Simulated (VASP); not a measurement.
# TaN (P-62m) in VASP: single point with r2SCAN

Aim: the single point of TaN with r2SCAN.

All numbers are computed with VASP 6.6.1; they aren't measurements. Logs are shortened: lines on timing, memory, paths and dates and some standing lists are left out, and cuts for length are marked.

### Step 1. The cell of the first run

The structure is hexagonal, space group P-62m (No. 189). Conventional cell: a = 5.489 Å, b = 5.489 Å, c = 2.612 Å, α = 90.00°, β = 90.00°, γ = 120.00°. Within 2.8 Å of Ta (site symmetry -6) lie 6 N at 2.14 Å and 2 Ta at 2.61 Å. Ta (site symmetry -62m) has 3 N at 2.15 Å and 2 Ta at 2.61 Å within 2.9 Å. N (site symmetry m2m) has 5 Ta at 2.14 to 2.15 Å and 2 N at 2.61 Å within 2.8 Å.

### Step 2. Single point, r2SCAN

Contents of POSCAR:

```
TaN
1.0
    5.4890786161      0.0000000000      0.0000000000
   -2.7445393081      4.7536815249      0.0000000000
    0.0000000000      0.0000000000      2.6115151819
Ta N
3 3
Direct
    0.3333333333      0.6666666667      0.5000000000
    0.6666666667      0.3333333333      0.5000000000
    0.0000000000      0.0000000000      0.0000000000
    0.3924063645      0.0000000000      0.0000000000
    0.6075936355      0.6075936355      0.0000000000
    0.0000000000      0.3924063645      0.0000000000
```

Contents of INCAR.step1:

```
SYSTEM = TaN
PREC = Accurate
ENCUT = 520
ISMEAR = 0
SIGMA = 0.15
LREAL = .FALSE.
LASPH = .TRUE.
NELM = 60
NBANDS = 33
GGA = PE
ALGO = Normal
EDIFF = 1E-4
LWAVE = .TRUE.
LCHARG = .FALSE.
```

Contents of INCAR.step2:

```
SYSTEM = TaN
PREC = Accurate
ENCUT = 520
EDIFF = 1E-6
ISMEAR = 0
SIGMA = 0.15
LREAL = .FALSE.
LASPH = .TRUE.
NELM = 60
ALGO = Normal
ISIF = 2
LWAVE = .FALSE.
LCHARG = .FALSE.
METAGGA = R2SCAN
LMIXTAU = .TRUE.
NBANDS = 33
ISTART = 1
```

Contents of KPOINTS:

```
Automatic mesh
0
G
  12 12 18
  0 0 0
```

Potentials or basis: VASP PAW PBE potentials, release 64 (Ta_pv, N).

Launch:

```
cat potpaw_PBE.64/Ta_pv/POTCAR potpaw_PBE.64/N/POTCAR > POTCAR
cp INCAR.step1 INCAR
mpirun -np 1 vasp_std > vasp.out
cp INCAR.step2 INCAR
mpirun -np 1 vasp_std > vasp.out
```

OUTCAR:

```text
SYSTEM = TaN
   PREC = Accurate
   ENCUT = 520
   EDIFF = 1E-6
   ISMEAR = 0
   LREAL = .FALSE.
   LASPH = .TRUE.
   NELM = 60
   ISIF = 2
   METAGGA = R2SCAN
   ISTART = 1

 ion  position               nearest neighbor table
   1  0.333  0.667  0.500-   4 2.14   4 2.14   6 2.14   6 2.14   5 2.14   5 2.14   2 3.17   2 3.17
                             2 3.17   3 3.43   3 3.43   3 3.43   3 3.43   3 3.43   3 3.43
   2  0.667  0.333  0.500-   6 2.14   6 2.14   4 2.14   4 2.14   5 2.14   5 2.14   1 3.17   1 3.17
                             1 3.17   3 3.43   3 3.43   3 3.43   3 3.43   3 3.43   3 3.43
   3  0.000  0.000  0.000-   5 2.15   4 2.15   6 2.15   2 3.43   1 3.43   1 3.43   2 3.43   2 3.43
                             2 3.43   1 3.43   1 3.43   2 3.43   2 3.43   1 3.43   1 3.43
   4  0.392  0.000  0.000-   1 2.14   1 2.14   2 2.14   2 2.14   3 2.15
   5  0.608  0.608  0.000-   1 2.14   1 2.14   2 2.14   2 2.14   3 2.15
   6  0.000  0.392  0.000-   2 2.14   2 2.14   1 2.14   1 2.14   3 2.15

  LATTYP: Found a hexagonal cell.
 ALAT       =     5.4890786161
 C/A-ratio  =     0.4757656730

  Lattice vectors:

 A1 = (   5.4890786161,   0.0000000000,   0.0000000000)
 A2 = (  -2.7445393081,   4.7536815249,   0.0000000000)
 A3 = (   0.0000000000,   0.0000000000,   2.6115151819)

Analysis of symmetry for initial positions (statically):
=====================================================================
 Subroutine PRICEL returns:
 Original cell was already a primitive cell.

 Routine SETGRP: Setting up the symmetry group for a
 hexagonal supercell.

 Subroutine GETGRP returns: Found 12 space group operations
 (whereof 12 operations were pure point group operations)
 out of a pool of 24 trial point group operations.

The static configuration has the point symmetry D_3h.

Analysis of symmetry for dynamics (positions and initial velocities):
=====================================================================
 Subroutine PRICEL returns:
 Original cell was already a primitive cell.

 Routine SETGRP: Setting up the symmetry group for a
 hexagonal supercell.

 Subroutine GETGRP returns: Found 12 space group operations
 (whereof 12 operations were pure point group operations)
 out of a pool of 24 trial point group operations.

The dynamic configuration has the point symmetry D_3h.

 Subroutine INISYM returns: Found 12 space group operations
 (whereof 12 operations are pure point group operations),
 and found     1 'primitive' translations

----------------------------------------------------------------------------------------

                                     Primitive cell

  volume of cell :      68.1431

  direct lattice vectors                    reciprocal lattice vectors
     5.489078616  0.000000000  0.000000000     0.182179938  0.105181636  0.000000000
    -2.744539308  4.753681525  0.000000000     0.000000000  0.210363272  0.000000000
     0.000000000  0.000000000  2.611515182     0.000000000  0.000000000  0.382919466

  length of vectors
     5.489078616  5.489078616  2.611515182     0.210363272  0.210363272  0.382919466

  position of ions in fractional coordinates (direct lattice)
     0.333333333  0.666666667  0.500000000
     0.666666667  0.333333333  0.500000000
     0.000000000  0.000000000  0.000000000
     0.392406364  0.000000000  0.000000000
     0.607593636  0.607593636  0.000000000
     0.000000000  0.392406364  0.000000000

  ion indices of the primitive-cell ions
   primitive index   ion index
                 1           1
                 2           2
                 3           3
                 4           4
                 5           5
                 6           6

----------------------------------------------------------------------------------------

 KPOINTS: Automatic mesh

Automatic generation of k-mesh.
 Grid dimensions read from file:
 generate k-points for:   12   12   18

 Generating k-lattice:

  Cartesian coordinates                     Fractional coordinates (reciprocal lattice)
     0.015181661  0.008765136  0.000000000     0.083333333  0.000000000  0.000000000
     0.000000000  0.017530273  0.000000000     0.000000000  0.083333333  0.000000000
     0.000000000  0.000000000  0.021273304     0.000000000  0.000000000  0.055555556

  Length of vectors
     0.017530273  0.017530273  0.021273304

  Shift w.r.t. Gamma in fractional coordinates (k-lattice)
     0.000000000  0.000000000  0.000000000

 Subroutine IBZKPT returns following result:
 ===========================================

 Found    190 irreducible k-points:

 Following reciprocal coordinates:
            Coordinates               Weight
  0.000000  0.000000  0.000000      1.000000
  0.083333  0.000000  0.000000      6.000000
  0.166667  0.000000  0.000000      6.000000
  0.250000  0.000000  0.000000      6.000000
  0.333333  0.000000  0.000000      6.000000
  0.416667  0.000000  0.000000      6.000000
[... 16 lines left out ...]
  0.250000  0.000000  0.055556     12.000000
  0.333333  0.000000  0.055556     12.000000
 [... further k-points ...]
   k-points           NKPTS =    190   k-points in BZ     NKDIM =    190   number of bands    NBANDS=     33
   number of dos      NEDOS =    301   number of ions     NIONS =      6
   total plane-waves  NPLWV =  35280
   dimension x,y,z NGX =    42 NGY =   42 NGZ =   20
   dimension x,y,z NGXF=    84 NGYF=   84 NGZF=   40
   ions per type =               3   3
   NGX,Y,Z   is equivalent  to a cutoff of  12.72, 12.72, 12.73 a.u.
   NGXF,Y,Z  is equivalent  to a cutoff of  25.44, 25.44, 25.46 a.u.
 SYSTEM =  TaN
   PREC   = accura    normal or accurate (medium, high low for compatibility)
   ISTART =      1    job   : 0-new  1-cont  2-samecut
   ICHARG =      0    charge: 1-file 2-atom 10-const
   ISPIN  =      1    spin polarized calculation?
   LNONCOLLINEAR =      F non collinear calculations
   LSORBIT =      F    spin-orbit coupling
   LASPH  =      T    aspherical Exc in radial PAW
   ENCUT  =  520.0 eV  38.22 Ry    6.18 a.u.  10.21 10.21  4.86*2*pi/ulx,y,z
   NELM   =     60;   NELMIN=  2; NELMDL=  0     # of ELM steps
   EDIFF  = 0.1E-05   stopping-criterion for ELM
   LREAL  =      F    real-space projection
   EDIFFG = 0.1E-04   stopping-criterion for IOM
   NSW    =      0    number of steps for IOM
   IBRION =     -1    ionic relax: 0-MD 1-quasi-New 2-CG
   NFREE  =      0    steps in history (QN), initial steepest desc. (CG)
   ISIF   =      2    stress and relaxation
   ISYM   =      2    0-nonsym 1-usesym 2-fastsym
   POTIM  = 0.5000    time-step for ionic-motion
   TEBEG  =    0.0;   TEEND  =   0.0 temperature during run
   PSTRESS=    0.0 pullay stress
   NELECT =      48.0000    total number of electrons
   NUPDOWN=      -1.0000    fix difference up-down
   EMIN   =  10.00;   EMAX   =-10.00  energy-range for DOS
   EFERMI =   0.00;   METHOD = LEGACY
   ISMEAR =     0;   SIGMA  =   0.15  broadening in eV -4-tet -1-fermi 0-gaus
   EFERMI_NEDOS =   21; number of points for ismear=-14 and -15
   IALGO  =     38    algorithm
   IMIX   =      4    mixing-type and parameters
     AMIX     =   0.40;   BMIX     =  1.00
     AMIX_MAG =   1.60;   BMIX_MAG =  1.00
  volume/ion in A,a.u.               =      11.36        76.64
  Fermi-wavevector in a.u.,A,eV,Ry     =   1.456625  2.752623 28.868264  2.121758
  Thomas-Fermi vector in A             =   2.573522
   LORBIT       =      0    0 simple, 1 ext, 2 COOP (PROOUT), +10 PAW based schemes
   METAGGA = R2SCAN    functional components
   LHFCALC =     F    Hartree Fock is set to
   AEXX    =    0.0000 exact exchange contribution
   IVDW    =     0    specifies the selected vdW correction
   LEPSILON=     F    determine dielectric tensor
   LRPA    =     F    only Hartree local field effects (RPA)
 non-spin polarized calculation
 Gauss-broadening in eV      SIGMA  =   0.15
  energy-cutoff  :      520.00
  volume of cell :       68.14
 maximum number of plane-waves:      1872
 NGX is ok and might be reduce to    42
   NGX = 21   NGY = 21   NGZ =  9

 number of electron      47.9999990 magnetization

 Free energy of the ion-electron system (eV)
  ---------------------------------------------------
  ext. energy  EPLUGINS =         0.00000000
  ---------------------------------------------------
  free energy    TOTEN  =      -179.18852619 eV

  energy without entropy =     -179.18006136  energy(sigma->0) =     -179.18429378

 E-fermi :   8.1270     XC(G=0): -13.9198

 val. band max:        8.1043336343   @ k =   0.2500   0.0000   0.1667
 cond. band min:       8.1378068940   @ k =   0.0833   0.0833   0.0556
 fundamental gap:      0.0334732597
 Fermi energy:         8.1270388495

 k-point     1 :       0.0000    0.0000    0.0000
  band No.  band energies     occupation
      1     -29.3012      2.00000
      2     -29.3012      2.00000
      3     -29.0114      2.00000
      4     -29.0114      2.00000
      5     -28.3989      2.00000
      6     -28.3989      2.00000
[... 25 lines left out ...]
     32      12.5855      0.00000
     33      12.5855      0.00000

 k-point     2 :       0.0833    0.0000    0.0000
  band No.  band energies     occupation
      1     -29.3048      2.00000
      2     -29.2993      2.00000
      3     -29.0107      2.00000
      4     -29.0073      2.00000
      5     -28.4022      2.00000
      6     -28.3990      2.00000
[... 25 lines left out ...]
     32      12.5737      0.00000
     33      12.6224      0.00000

 k-point     3 :       0.1667    0.0000    0.0000
  band No.  band energies     occupation
      1     -29.3143      2.00000
      2     -29.2924      2.00000
      3     -29.0116      2.00000
      4     -28.9968      2.00000
      5     -28.4102      2.00000
      6     -28.3994      2.00000
[... 25 lines left out ...]
     32      12.5382      0.00000
     33      12.7265      0.00000

 k-point     4 :       0.2500    0.0000    0.0000
  band No.  band energies     occupation
      1     -29.3263      2.00000
      2     -29.2779      2.00000
      3     -29.0201      2.00000
      4     -28.9833      2.00000
      5     -28.4187      2.00000
      6     -28.3999      2.00000
[... 673 lines left out ...]
     32      12.3513      0.00000
     33      12.5346      0.00000

 k-point    23 :       0.2500    0.0000    0.0556
  band No.  band energies     occupation
      1     -29.3160      2.00000
      2     -29.2680      2.00000
      3     -29.0120      2.00000
      4     -28.9753      2.00000
      5     -28.4147      2.00000
      6     -28.3943      2.00000
[... 25 lines left out ...]
     32      12.2845      0.00000
     33      12.6468      0.00000

 k-point    24 :       0.3333    0.0000    0.0556
  band No.  band energies     occupation
      1     -29.3271      2.00000
      2     -29.2459      2.00000
      3     -29.0313      2.00000
      4     -28.9629      2.00000
      5     -28.4206      2.00000
      6     -28.3949      2.00000
[... 25 lines left out ...]
     32      12.1902      0.00000
     33      12.4933      0.00000

 [... further k-points ...]
[... 5 lines left out ...]
  --------------------------------------------------------------------------------------
  -------------------------------------------------------------------------------------
  Total       -9.1588516     -9.1588516     31.6004334      0.0000000     -0.0000000      0.0000000
  in kB     -215.3423826   -215.3423826    742.9875434      0.0000000     -0.0000000      0.0000000
  external PRESSURE =     104.1009261 kB  Pullay stress =       0.0000000 kB

 VOLUME and BASIS-vectors are now :
 -----------------------------------------------------------------------------
  energy-cutoff  :      520.00
  volume of cell :       68.14
      direct lattice vectors                 reciprocal lattice vectors
     5.489078616  0.000000000  0.000000000     0.182179938  0.105181636  0.000000000
    -2.744539308  4.753681525  0.000000000     0.000000000  0.210363272  0.000000000
     0.000000000  0.000000000  2.611515182     0.000000000  0.000000000  0.382919466

 POSITION                                       TOTAL-FORCE (eV/Angst)
 -----------------------------------------------------------------------------------
     -0.00000      3.16912      1.30576         0.000000      0.000000     -0.000000
      2.74454      1.58456      1.30576         0.000000     -0.000000     -0.000000
      0.00000      0.00000      0.00000         0.000000     -0.000000     -0.000000
      2.15395      0.00000      0.00000        -0.550108     -0.000000     -0.000000
      1.66756      2.88831      0.00000         0.275054      0.476408      0.000000
     -1.07697      1.86537      0.00000         0.275054     -0.476408      0.000000
 -----------------------------------------------------------------------------------
    total drift:                                0.000001      0.000002      0.000000

  FREE ENERGIE OF THE ION-ELECTRON SYSTEM (eV)
  ---------------------------------------------------
  free  energy   TOTEN  =      -179.1885261934 eV

  energy  without entropy=     -179.1800613598  energy(sigma->0) =     -179.18429378
```

Run time: 35 min. Hardware: 1 thread of Intel Xeon 8259CL, shared host; peak memory 0.44 GiB.

Results:

* Free energy: -179.1885 eV
* Pressure: 10.4 GPa
* Largest force: 0.550 eV/Å
* Band gap on the k mesh: zero (bands 24 and 25 overlap by 2.77 eV)

Forces on the atoms (eV/Å):
```
Ta   0.000  0.000  0.000
Ta   0.000  0.000  0.000
Ta   0.000  0.000  0.000
N   -0.550  0.000  0.000
N    0.275  0.476  0.000
N    0.275 -0.476  0.000
```

Caveat: the stress differs along the axes, from -22 to 74 GPa; the PAW data sets were made with another functional, which shifts forces and pressure a little; spin-orbit coupling is left out, which moves the levels of the heavy elements.

The gap in the log of VASP goes by the Fermi energy; the results here count the filled bands.